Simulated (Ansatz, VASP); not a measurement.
Two plane-wave programs on Mo

The input POSCAR:

```
Mo
1.0
    2.7715076807      0.0000000000      0.0000000000
   -1.3857538404      2.4001959040      0.0000000000
    0.0000000000      0.0000000000      2.5888056586
Mo
1
Direct
    0.0000000000      0.0000000000      0.5000000000
```

Contents of INCAR.step1:

```
ALGO = Normal ; EDIFF = 1E-4
ENCUT = 520 ; GGA = PE
ISMEAR = -1 ; LASPH = T
LCHARG = F ; LREAL = F
LWAVE = T ; NBANDS = 13
NELM = 100 ; PREC = Accurate
SIGMA = 0.1
```

INCAR.step2

```
ALGO = Normal ; EDIFF = 1E-6
ENCUT = 520 ; ISIF = 2
ISMEAR = -1 ; ISTART = 1
LASPH = T ; LCHARG = F
LMIXTAU = T ; LREAL = F
LWAVE = F ; METAGGA = R2SCAN
NBANDS = 13 ; NELM = 100
PREC = Accurate ; SIGMA = 0.1
```

File KPOINTS:

```
k-points
0
Gamma
  12 12 11
```

Input for Ansatz:

```yaml
crystal:
  lattice:
    - [2.7715076807441332, 0.0, 0.0]
    - [-1.3857538403720666, 2.40019590399748, 0.0]
    - [0.0, 0.0, 2.5888056586126442]
  atoms:
    - { symbol: Mo, position: [0.0, 0.0, 0.5] }
basis:
  ecutwfc: 500.0
kpoints:
  mp_grid:
    grid: [12, 12, 11]
hamiltonian:
  xc: r2scan
scf:
  max_iter: 95
  occupations:
    method: fermi_dirac
    width: 0.1
output:
  stress: true
```

Alike in both runs: task single point; functional r2SCAN; k mesh 12 × 12 × 11; occupations fermi-dirac, width 0.1 eV; no spin polarisation.

|  | VASP | Ansatz |
| --- | --- | --- |
| version | VASP 6.6.1 | Ansatz 0.2.0 |
| potentials or method | VASP PAW PBE potentials, release 64 (Mo_sv), cutoff 520 eV | plane waves, PAW |
| valence electrons in the cell | 14 | 14 |

|  | VASP | Ansatz | Ansatz less VASP |
| --- | --- | --- | --- |
| pressure (GPa) | -7.0 | -7.9 | -0.88 |
| traceless stress, the component that is largest in VASP (GPa) | -3.68 | -3.83 | -0.152 |

VASP's potentials were made for PBE, not for r2SCAN.
